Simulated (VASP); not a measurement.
# MgO (CsCl type) (Pm-3m) in VASP: further runs

Runs on MgO (CsCl type). Level: LDA. Tasks: single point.

All numbers are computed with VASP 6.6.1; they aren't measurements. Logs are shortened: lines on timing, memory, paths and dates and some standing lists are left out, and cuts for length are marked.

## 1. The cell of the first run

It takes space group Pm-3m (No. 221, cubic). The conventional cell has a = 2.035 Å, b = 2.035 Å, c = 2.035 Å, α = 90.00°, β = 90.00°, γ = 90.00°. Mg (site symmetry m-3m) has 8 O at 1.76 Å and 6 Mg at 2.04 Å within 2.3 Å. O (site symmetry m-3m) has 8 Mg at 1.76 Å and 6 O at 2.04 Å within 2.3 Å.

## 2. Single point, LDA (volume scaled by 0.91)

The input, INCAR:

```
PREC = Accurate ; ENCUT = 600
EDIFF = 1E-6 ; ISMEAR = 0
SIGMA = 0.01 ; LREAL = False
LASPH = True ; NELM = 120
ALGO = Normal ; ISIF = 2
LWAVE = False ; LCHARG = False
NBANDS = 11 ; GGA_COMPAT = False
```

The input, KPOINTS:

```
Automatic mesh
0
Gamma
  12 12 12
```

The input, POSCAR:

```
MgO
1.0
    2.0350094275      0.0000000000      0.0000000000
    0.0000000000      2.0350094275      0.0000000000
    0.0000000000      0.0000000000      2.0350094275
Mg O
1 1
Direct
    0.0000000000      0.0000000000      0.0000000000
    0.5000000000      0.5000000000      0.5000000000
```

Potentials or basis: VASP PAW LDA potentials, release 64 (Mg, O).

The run is started by

```bash
> cat potpaw_LDA.64/Mg/POTCAR potpaw_LDA.64/O/POTCAR > POTCAR
> mpirun -np 1 vasp_std > vasp.out
```

OUTCAR:

```text
PREC = Accurate
   ENCUT = 600
   EDIFF = 1E-6
   ISMEAR = 0
   LREAL = False
   LASPH = True
   NELM = 120
   ISIF = 2

 ion  position               nearest neighbor table
   1  0.000  0.000  0.000-   2 1.76   2 1.76   2 1.76   2 1.76   2 1.76   2 1.76   2 1.76   2 1.76

   2  0.500  0.500  0.500-   1 1.76   1 1.76   1 1.76   1 1.76   1 1.76   1 1.76   1 1.76   1 1.76

  LATTYP: Found a simple cubic cell.
 ALAT       =     2.0350094275

  Lattice vectors:

 A1 = (   2.0350094275,   0.0000000000,   0.0000000000)
 A2 = (   0.0000000000,   2.0350094275,   0.0000000000)
 A3 = (   0.0000000000,   0.0000000000,   2.0350094275)

Analysis of symmetry for initial positions (statically):
=====================================================================
 Subroutine PRICEL returns:
 Original cell was already a primitive cell.

 Routine SETGRP: Setting up the symmetry group for a
 simple cubic supercell.

 Subroutine GETGRP returns: Found 48 space group operations
 (whereof 48 operations were pure point group operations)
 out of a pool of 48 trial point group operations.

The static configuration has the point symmetry O_h .

Analysis of symmetry for dynamics (positions and initial velocities):
=====================================================================
 Subroutine PRICEL returns:
 Original cell was already a primitive cell.

 Routine SETGRP: Setting up the symmetry group for a
 simple cubic supercell.

 Subroutine GETGRP returns: Found 48 space group operations
 (whereof 48 operations were pure point group operations)
 out of a pool of 48 trial point group operations.

The dynamic configuration has the point symmetry O_h .

 Subroutine INISYM returns: Found 48 space group operations
 (whereof 48 operations are pure point group operations),
 and found     1 'primitive' translations

----------------------------------------------------------------------------------------

                                     Primitive cell

  volume of cell :       8.4275

  direct lattice vectors                    reciprocal lattice vectors
     2.035009427  0.000000000  0.000000000     0.491398215  0.000000000  0.000000000
     0.000000000  2.035009427  0.000000000     0.000000000  0.491398215  0.000000000
     0.000000000  0.000000000  2.035009427     0.000000000  0.000000000  0.491398215

  length of vectors
     2.035009427  2.035009427  2.035009427     0.491398215  0.491398215  0.491398215

  position of ions in fractional coordinates (direct lattice)
     0.000000000  0.000000000  0.000000000
     0.500000000  0.500000000  0.500000000

  ion indices of the primitive-cell ions
   primitive index   ion index
                 1           1
                 2           2

----------------------------------------------------------------------------------------

 KPOINTS: Automatic mesh

Automatic generation of k-mesh.
 Grid dimensions read from file:
 generate k-points for:   12   12   12

 Generating k-lattice:

  Cartesian coordinates                     Fractional coordinates (reciprocal lattice)
     0.040949851  0.000000000  0.000000000     0.083333333  0.000000000  0.000000000
     0.000000000  0.040949851  0.000000000     0.000000000  0.083333333  0.000000000
     0.000000000  0.000000000  0.040949851     0.000000000  0.000000000  0.083333333

  Length of vectors
     0.040949851  0.040949851  0.040949851

  Shift w.r.t. Gamma in fractional coordinates (k-lattice)
     0.000000000  0.000000000  0.000000000

 Subroutine IBZKPT returns following result:
 ===========================================

 Found     84 irreducible k-points:

 Following reciprocal coordinates:
            Coordinates               Weight
  0.000000  0.000000  0.000000      1.000000
  0.083333  0.000000  0.000000      6.000000
  0.166667  0.000000  0.000000      6.000000
  0.250000  0.000000  0.000000      6.000000
  0.333333  0.000000  0.000000      6.000000
  0.416667  0.000000  0.000000      6.000000
[... 16 lines left out ...]
  0.333333  0.333333  0.000000     12.000000
  0.416667  0.333333  0.000000     24.000000
 [... further k-points ...]
   k-points           NKPTS =     84   k-points in BZ     NKDIM =     84   number of bands    NBANDS=     11
   number of dos      NEDOS =    301   number of ions     NIONS =      2
   total plane-waves  NPLWV =   4096
   dimension x,y,z NGX =    16 NGY =   16 NGZ =   16
   dimension x,y,z NGXF=    32 NGYF=   32 NGZF=   32
   ions per type =               1   1
   NGX,Y,Z   is equivalent  to a cutoff of  13.07, 13.07, 13.07 a.u.
   NGXF,Y,Z  is equivalent  to a cutoff of  26.14, 26.14, 26.14 a.u.
 SYSTEM =  unknown system
   PREC   = accura    normal or accurate (medium, high low for compatibility)
   ISTART =      0    job   : 0-new  1-cont  2-samecut
   ICHARG =      2    charge: 1-file 2-atom 10-const
   ISPIN  =      1    spin polarized calculation?
   LNONCOLLINEAR =      F non collinear calculations
   LSORBIT =      F    spin-orbit coupling
   LASPH  =      T    aspherical Exc in radial PAW
   ENCUT  =  600.0 eV  44.10 Ry    6.64 a.u.   4.06  4.06  4.06*2*pi/ulx,y,z
   NELM   =    120;   NELMIN=  2; NELMDL= -5     # of ELM steps
   EDIFF  = 0.1E-05   stopping-criterion for ELM
   LREAL  =      F    real-space projection
   EDIFFG = 0.1E-04   stopping-criterion for IOM
   NSW    =      0    number of steps for IOM
   IBRION =     -1    ionic relax: 0-MD 1-quasi-New 2-CG
   NFREE  =      0    steps in history (QN), initial steepest desc. (CG)
   ISIF   =      2    stress and relaxation
   ISYM   =      2    0-nonsym 1-usesym 2-fastsym
   POTIM  = 0.5000    time-step for ionic-motion
   TEBEG  =    0.0;   TEEND  =   0.0 temperature during run
   PSTRESS=    0.0 pullay stress
   NELECT =       8.0000    total number of electrons
   NUPDOWN=      -1.0000    fix difference up-down
   EMIN   =  10.00;   EMAX   =-10.00  energy-range for DOS
   EFERMI =   0.00;   METHOD = LEGACY
   ISMEAR =     0;   SIGMA  =   0.01  broadening in eV -4-tet -1-fermi 0-gaus
   EFERMI_NEDOS =   21; number of points for ismear=-14 and -15
   IALGO  =     38    algorithm
   IMIX   =      4    mixing-type and parameters
     AMIX     =   0.40;   BMIX     =  1.00
     AMIX_MAG =   1.60;   BMIX_MAG =  1.00
  volume/ion in A,a.u.               =       4.21        28.44
  Fermi-wavevector in a.u.,A,eV,Ry     =   1.608935  3.040446 35.221003  2.588671
  Thomas-Fermi vector in A             =   2.704725
   LORBIT       =      0    0 simple, 1 ext, 2 COOP (PROOUT), +10 PAW based schemes
   GGA     = CA    functional components
   LHFCALC =     F    Hartree Fock is set to
   AEXX    =    0.0000 exact exchange contribution
   IVDW    =     0    specifies the selected vdW correction
   LEPSILON=     F    determine dielectric tensor
   LRPA    =     F    only Hartree local field effects (RPA)
 non-spin polarized calculation
 Gauss-broadening in eV      SIGMA  =   0.01
  energy-cutoff  :      600.00
  volume of cell :        8.43
 maximum number of plane-waves:       300
   NGX =  9   NGY =  9   NGZ =  9

 number of electron       8.0000008 magnetization

 Free energy of the ion-electron system (eV)
  ---------------------------------------------------
  ext. energy  EPLUGINS =         0.00000000
  ---------------------------------------------------
  free energy    TOTEN  =        -3.87659816 eV

  energy without entropy =       -3.87659816  energy(sigma->0) =       -3.87659816

 E-fermi :  15.6274     XC(G=0): -16.0566

 val. band max:       15.3694851099   @ k =   0.5000   0.5000   0.0000
 cond. band min:      22.8386859164   @ k =   0.5000   0.5000   0.0000
 fundamental gap:      7.4692008064
 Fermi energy:        15.6274089898

 k-point     1 :       0.0000    0.0000    0.0000
  band No.  band energies     occupation
      1     -10.7039      2.00000
      2      13.2466      2.00000
      3      13.2466      2.00000
      4      13.2466      2.00000
      5      25.4256      0.00000
      6      25.4256      0.00000
      7      30.5392      0.00000
      8      52.2238      0.00000
      9      52.2238      0.00000
     10      52.2238      0.00000
     11      54.4784      0.00000

 k-point     2 :       0.0833    0.0000    0.0000
  band No.  band energies     occupation
      1     -10.5134      2.00000
      2      12.2250      2.00000
      3      13.2736      2.00000
      4      13.2736      2.00000
      5      25.6743      0.00000
      6      26.4118      0.00000
      7      30.8732      0.00000
      8      51.2852      0.00000
      9      51.2852      0.00000
     10      52.1419      0.00000
     11      53.8807      0.00000

 k-point     3 :       0.1667    0.0000    0.0000
  band No.  band energies     occupation
      1      -9.9591      2.00000
      2       9.9267      2.00000
      3      13.3479      2.00000
      4      13.3479      2.00000
      5      26.4189      0.00000
      6      28.4065      0.00000
      7      31.9457      0.00000
      8      49.0336      0.00000
      9      49.0336      0.00000
     10      50.9008      0.00000
     11      52.1328      0.00000

 k-point     4 :       0.2500    0.0000    0.0000
  band No.  band energies     occupation
      1      -9.0986      2.00000
      2       7.3129      2.00000
      3      13.4510      2.00000
      4      13.4510      2.00000
      5      27.6526      0.00000
      6      30.1432      0.00000
      7      33.6782      0.00000
      8      46.1711      0.00000
      9      46.7409      0.00000
     10      46.7409      0.00000
     11      52.3987      0.00000
[... 239 lines left out ...]
 k-point    22 :       0.5000    0.2500    0.0000
  band No.  band energies     occupation
      1      -5.8213      2.00000
      2       3.7759      2.00000
      3       9.2579      2.00000
      4      14.4546      2.00000
      5      27.3910      0.00000
      6      34.4155      0.00000
      7      36.7836      0.00000
      8      39.6722      0.00000
      9      41.8079      0.00000
     10      44.6126      0.00000
     11      50.6068      0.00000

 k-point    23 :       0.3333    0.3333    0.0000
  band No.  band energies     occupation
      1      -6.1997      2.00000
      2       6.5504      2.00000
      3       6.7681      2.00000
      4      14.5308      2.00000
      5      26.8759      0.00000
      6      33.8291      0.00000
      7      36.9435      0.00000
      8      40.6634      0.00000
      9      42.3173      0.00000
     10      43.5812      0.00000
     11      49.8572      0.00000

 k-point    24 :       0.4167    0.3333    0.0000
  band No.  band energies     occupation
      1      -5.5683      2.00000
      2       5.1678      2.00000
      3       7.1870      2.00000
      4      14.7945      2.00000
      5      25.5423      0.00000
      6      34.7620      0.00000
      7      37.5992      0.00000
      8      40.0687      0.00000
      9      41.4256      0.00000
     10      42.6281      0.00000
     11      51.7697      0.00000

 [... further k-points ...]
[... 5 lines left out ...]
  --------------------------------------------------------------------------------------
  -------------------------------------------------------------------------------------
  Total       28.5168195     28.5168195     28.5168195     -0.0000000     -0.0000000     -0.0000000
  in kB     5421.4117496   5421.4117496   5421.4117496     -0.0000000     -0.0000000     -0.0000000
  external PRESSURE =    5421.4117496 kB  Pullay stress =       0.0000000 kB

 VOLUME and BASIS-vectors are now :
 -----------------------------------------------------------------------------
  energy-cutoff  :      600.00
  volume of cell :        8.43
      direct lattice vectors                 reciprocal lattice vectors
     2.035009427  0.000000000  0.000000000     0.491398215  0.000000000  0.000000000
     0.000000000  2.035009427  0.000000000     0.000000000  0.491398215  0.000000000
     0.000000000  0.000000000  2.035009427     0.000000000  0.000000000  0.491398215

 POSITION                                       TOTAL-FORCE (eV/Angst)
 -----------------------------------------------------------------------------------
      0.00000      0.00000      0.00000         0.000000      0.000000      0.000000
      1.01750      1.01750      1.01750         0.000000      0.000000      0.000000
 -----------------------------------------------------------------------------------
    total drift:                                0.000000      0.000000      0.000000

  FREE ENERGIE OF THE ION-ELECTRON SYSTEM (eV)
  ---------------------------------------------------
  free  energy   TOTEN  =        -3.8765981640 eV

  energy  without entropy=       -3.8765981640  energy(sigma->0) =       -3.87659816
```

Wall time 5.7 s (1 thread of Intel Xeon 8259CL, shared host); peak memory 0.12 GiB.

Results:

```
Free energy            : -3.8766 eV
Pressure               : 542.1 GPa
Band gap on the k mesh : 7.47 eV, direct
```

## 3. Single point, LDA (volume scaled by 0.99)

The input, INCAR:

```
SYSTEM = MgO
PREC = Accurate ; ENCUT = 600
EDIFF = 1E-6 ; ISMEAR = 0
SIGMA = 0.01 ; LREAL = .False.
LASPH = .True. ; NELM = 120
ALGO = Normal ; ISIF = 2
LWAVE = .False. ; LCHARG = .False.
GGA = CA ; NBANDS = 11
GGA_COMPAT = .False.
```

The input, KPOINTS:

```
regular mesh
0
Gamma
  12 12 12
  0 0 0
```

The input, POSCAR:

```
MgO
1.0
    2.0929765362      0.0000000000      0.0000000000
    0.0000000000      2.0929765362      0.0000000000
    0.0000000000      0.0000000000      2.0929765362
Mg O
1 1
Direct
    0.0000000000      0.0000000000      0.0000000000
    0.5000000000      0.5000000000      0.5000000000
```

Potentials or basis: VASP PAW LDA potentials, release 64 (Mg, O).

The run is started by

```bash
> cat potpaw_LDA.64/Mg/POTCAR potpaw_LDA.64/O/POTCAR > POTCAR
> mpirun -np 1 vasp_std > vasp.out
```

It took 12 s on 1 thread of Intel Xeon 8259CL, shared host; peak memory 0.12 GiB.

Results (log left out):

* Free energy: -6.0480 eV
* Pressure: 402.1 GPa
* Band gap on the k mesh: 7.15 eV, direct

Levels at points of the mesh, in eV from the valence-band top:
```csv
k point,band 2,band 3,band 4,band 5,band 6,band 7
"(0.00, 0.00, 0.00)",-1.99,-1.99,-1.99,10.25,10.25,13.09
"(0.50, 0.00, 0.00)",-12.18,-1.52,-1.52,15.68,17.32,19.27
"(0.50, 0.50, 0.00)",-9.16,-9.16,0.00,7.15,20.14,21.68
"(0.50, 0.50, 0.50)",-8.59,-8.59,-8.59,10.95,10.95,10.95
```

 A k mesh can miss the band edges.

## 4. Single point, LDA (volume scaled by 1.1)

The input, INCAR:

```
PREC = Accurate ; ENCUT = 600
EDIFF = 1E-6 ; ISMEAR = 0
SIGMA = 0.01 ; LREAL = F
LASPH = T ; NELM = 120
ALGO = Normal ; ISIF = 2
LWAVE = F ; LCHARG = F
GGA = CA ; NBANDS = 11
GGA_COMPAT = F
```

The input, KPOINTS:

```
regular mesh
0
Gamma
  12 12 12
```

The input, POSCAR:

```
MgO
1.0
    2.1677882425      0.0000000000      0.0000000000
    0.0000000000      2.1677882425      0.0000000000
    0.0000000000      0.0000000000      2.1677882425
Mg O
1 1
Direct
    0.0000000000      0.0000000000      0.0000000000
    0.5000000000      0.5000000000      0.5000000000
```

The run is started by

```bash
> cat potpaw_LDA.64/Mg/POTCAR potpaw_LDA.64/O/POTCAR > POTCAR
> mpirun -np 1 vasp_std > vasp.out
```

Wall time 9.6 s (1 thread of Intel Xeon 8259CL, shared host); peak memory 0.12 GiB.

Results (log left out):

```
Free energy            : -8.1597 eV
Pressure               : 269.1 GPa
Band gap on the k mesh : 6.77 eV, direct
```

Levels at points of the mesh, in eV from the valence-band top:
```
           k point  band 1  band 2  band 3  band 4  band 5  band 6  band 7  band 8
(0.00, 0.00, 0.00)  -23.75   -1.83   -1.83   -1.83   10.43   10.43   10.78   31.84
(0.50, 0.00, 0.00)  -20.57  -11.15   -1.31   -1.31   13.89   16.94   17.32   20.17
(0.50, 0.50, 0.00)  -18.69   -8.38   -8.38    0.00    6.77   18.85   19.81   19.81
(0.50, 0.50, 0.50)  -15.91   -7.57   -7.57   -7.57   10.22   10.22   10.22   27.75
```

 A k mesh can miss the band edges.

(Part 1 of 2 ends here.)
